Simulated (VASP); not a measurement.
# Sn (I4_1/amd) in VASP: further runs, part 2 of 2

VASP 6.6.1. The steps go on from the part before.

### Step 4. Single point, PBEsol (strain +0.040 along x and y, -0.040 along z)

INCAR reads:

```
PREC = Accurate ; ENCUT = 520
EDIFF = 1E-7 ; ISMEAR = 0
SIGMA = 0.15 ; LREAL = F
LASPH = T ; NELM = 60
ALGO = Fast ; ISIF = 2
LWAVE = F ; LCHARG = T
GGA = PS ; LELF = T
LVHAR = T ; NBANDS = 21
```

KPOINTS reads:

```
regular mesh
0
Gamma
  16 16 16
```

POSCAR reads:

```
Sn
1.0
    0.0000000000      3.4016104510      3.1399481086
    3.4016104510      0.0000000000      3.1399481086
    3.4016104510      3.4016104510      0.0000000000
Sn
2
Direct
    0.5000000000      0.5000000000      0.5000000000
    0.7500000000      0.7500000000      0.7500000000
```

Potentials or basis: VASP PAW PBE potentials, release 64 (Sn_d).

Run with:

```console
cat potpaw_PBE.64/Sn_d/POTCAR > POTCAR
mpirun -np 1 vasp_std > vasp.out
```

OUTCAR:

```text
PREC = Accurate
   ENCUT = 520
   EDIFF = 1E-7
   ISMEAR = 0
   LREAL = F
   LASPH = T
   NELM = 60
   ISIF = 2
   GGA = PS

 ion  position               nearest neighbor table
   1  0.500  0.500  0.500-   2 2.87   2 2.87   2 2.87   2 2.87
   2  0.750  0.750  0.750-   1 2.87   1 2.87   1 2.87   1 2.87

  LATTYP: Found a body centered tetragonal cell.
 ALAT       =     4.8106036337
 C/A-ratio  =     1.3054279037

  Lattice vectors:

[... 763 lines left out ...]

 [... further k-points ...]

------------------------ aborting loop because EDIFF is reached ----------------------------------------

  FORCE on cell =-STRESS in cart. coord.  units (eV):
  Direction    XX          YY          ZZ          XY          YZ          ZX
  --------------------------------------------------------------------------------------
  -------------------------------------------------------------------------------------
  Total       -1.0238275     -1.0238275     -0.0741475      0.0000000      0.0000000      0.0000000
  in kB      -22.5743766    -22.5743766     -1.6348784      0.0000000      0.0000000      0.0000000
  external PRESSURE =     -15.5945439 kB  Pullay stress =       0.0000000 kB

 VOLUME and BASIS-vectors are now :
 -----------------------------------------------------------------------------
  energy-cutoff  :      520.00
  volume of cell :       72.66
      direct lattice vectors                 reciprocal lattice vectors
     0.000000000  3.401610451  3.139948109    -0.146989200  0.146989200  0.159238300
     3.401610451  0.000000000  3.139948109     0.146989200 -0.146989200  0.159238300
     3.401610451  3.401610451  0.000000000     0.146989200  0.146989200 -0.159238300

 POSITION                                       TOTAL-FORCE (eV/Angst)
 -----------------------------------------------------------------------------------
      3.40161      3.40161      3.13995         0.000000      0.000000     -0.000000
      5.10242      5.10242      4.70992         0.000000      0.000000      0.000000
 -----------------------------------------------------------------------------------
    total drift:                                0.000000      0.000000      0.000000

  FREE ENERGIE OF THE ION-ELECTRON SYSTEM (eV)
  ---------------------------------------------------
  free  energy   TOTEN  =        -8.4270389904 eV

  energy  without entropy=       -8.4251768824  energy(sigma->0) =       -8.42610794
```

stdout:

```text
POSCAR found type information on POSCAR Sn
 POSCAR found :  1 types and       2 ions
 scaLAPACK will be used
 -----------------------------------------------------------------------------
|                                                                             |
|                                                                             |
|     You enforced a specific xc type in the INCAR file but a different       |
|     I HOPE YOU KNOW WHAT YOU ARE DOING!                                     |
|                                                                             |
 -----------------------------------------------------------------------------

 LDA part: xc-table for (Slater+PW92), standard interpolation
 POSCAR, INCAR and KPOINTS ok, starting setup
 FFT: planning ... GRIDC
 FFT: planning ... GRID_SOFT
 FFT: planning ... GRID
 WAVECAR not read
 entering main loop
WARNING in EDDRMM: call to ZHEGV failed, returncode =   8  4     21
WARNING in EDDRMM: call to ZHEGV failed, returncode =   8  4     21
 num prob WARNING in EDDRMM: call to ZHEGV failed, returncode =   6  3     21
WARNING in EDDRMM: call to ZHEGV failed, returncode =   6  3     19
 num prob WARNING in EDDRMM: call to ZHEGV failed, returncode =   8  4     19
 num prob WARNING in EDDRMM: call to ZHEGV failed, returncode =   6  3     19
WARNING in EDDRMM: call to ZHEGV failed, returncode =   8  4     20
 num prob  num prob RMM:  14    -0.842703899041E+01    0.25026E-07   -0.35417E-07 13227   0.474E-03
```

It took 3.3 min on 1 thread of Intel Xeon 6975P-C (Granite Rapids), shared host; peak memory 0.52 GiB.

What came out:

- Free energy: -8.4270 eV
- Pressure: -1.6 GPa
- Band gap on the k mesh: zero (bands 14 and 15 overlap by 0.39 eV)

Stress tensor (GPa, compression positive):
```
-2.26  0.00  0.00
 0.00 -2.26  0.00
 0.00  0.00 -0.16
```

Levels at points of the mesh, in eV from the Fermi level:
```
           k point  band 12  band 13  band 14  band 15  band 16  band 17
(0.00, 0.00, 0.00)    -1.17    -0.08    -0.08     0.38     1.93     2.26
(0.50, 0.00, 0.00)    -6.12    -1.29    -0.79    -0.25     3.01     3.39
(0.50, 0.50, 0.00)    -7.18    -2.55    -2.55     0.52     0.52     7.35
(0.50, 0.00, 0.50)    -7.42    -2.13    -2.13     0.97     0.97     7.04
```

Caveat: the cell differs from its parent crystal (strain +0.040 along x and y, -0.040 along z); the PAW data sets were made with another functional, which shifts forces and pressure a little; spin-orbit coupling is left out, which moves the levels of the heavy elements.

### Step 5. Single point, PBEsol (strain +0.080 along x and y, +0.040 along z)

INCAR reads:

```
SYSTEM = Sn
PREC = Accurate
ENCUT = 520
EDIFF = 1E-7
ISMEAR = 0
SIGMA = 0.15
LREAL = .False.
LASPH = .True.
NELM = 60
ALGO = Fast
ISIF = 2
LWAVE = .False.
LCHARG = .True.
GGA = PS
LELF = .True.
LVHAR = .True.
NBANDS = 21
```

KPOINTS reads:

```
Automatic mesh
0
Gamma
  16 16 16
  0 0 0
```

POSCAR reads:

```
Sn
1.0
    0.0000000000      3.5324416222      3.4016104510
    3.5324416222      0.0000000000      3.4016104510
    3.5324416222      3.5324416222      0.0000000000
Sn
2
Direct
    0.5000000000      0.5000000000      0.5000000000
    0.7500000000      0.7500000000      0.7500000000
```

Run with:

```console
cat potpaw_PBE.64/Sn_d/POTCAR > POTCAR
mpirun -np 1 vasp_std > vasp.out
```

Wall time 11 min (1 thread of AMD EPYC 9755, shared host); peak memory 0.55 GiB.

Results (log left out):

```
Free energy            : -8.1750 eV
Pressure               : -5.1 GPa
Band gap on the k mesh : zero (bands 14 and 15 overlap by 0.45 eV)
```

Stress tensor (GPa, compression positive):
```
-5.40  0.00  0.00
 0.00 -5.40  0.00
 0.00  0.00 -4.46
```

Levels at points of the mesh, in eV from the Fermi level:
```
           k point  band 10  band 11  band 12  band 13  band 14  band 15  band 16  band 17  band 18  band 19
(0.00, 0.00, 0.00)   -21.04    -9.31    -2.04     0.07     0.07     0.27     2.04     2.18     2.18     4.71
(0.50, 0.00, 0.00)   -21.02    -8.07    -5.66    -0.88    -0.67    -0.36     3.07     3.18     5.60     7.01
(0.50, 0.50, 0.00)   -21.02    -6.82    -6.82    -1.91    -1.91     0.86     0.86     6.46     6.46     7.89
(0.50, 0.00, 0.50)   -21.01    -6.90    -6.90    -1.74    -1.74     1.04     1.04     6.37     6.37     7.74
```

Caveat: the cell differs from its parent crystal (strain +0.080 along x and y, +0.040 along z); the cell stands under tension; the PAW data sets were made with another functional, which shifts forces and pressure a little; spin-orbit coupling is left out, which moves the levels of the heavy elements.

### Step 6. Overview

| cell | further INCAR settings | gap on the mesh (eV) | pressure (GPa) |
| --- | --- | --- | --- |
| a = 4.542, b = 4.542, c = 4.811 Å, angles 58.0, 58.0, 64.0°, 2 atoms | ALGO = Fast; EDIFF = 1e-06; NBANDS = 21 | none | -0.1 |
| a = 4.726, b = 4.726, c = 4.441 Å, angles 62.0, 62.0, 56.0°, 2 atoms | ALGO = Fast; EDIFF = 1e-07; NBANDS = 21 | none | 0.0 |
| a = 4.629, b = 4.629, c = 4.811 Å, angles 58.7, 58.7, 62.6°, 2 atoms | ALGO = Fast; EDIFF = 1e-07; NBANDS = 21 | none | -1.6 |
| a = 4.904, b = 4.904, c = 4.996 Å, angles 59.4, 59.4, 61.2°, 2 atoms | ALGO = Fast; EDIFF = 1e-07; NBANDS = 21 | none | -5.1 |

Alike in all rows: task single point; level PBEsol; potentials or basis VASP PAW PBE potentials, release 64 (Sn_d); no spin polarisation; k mesh 16 × 16 × 16; cutoff (eV) 520; smearing gaussian 0.15 eV.

Caveats: the PAW data sets were made with another functional, which shifts forces and pressure a little; spin-orbit coupling is left out, which moves the levels of the heavy elements; the cell stands under tension (at least some runs).

Absolute energies hang on the potentials; compare differences alone.
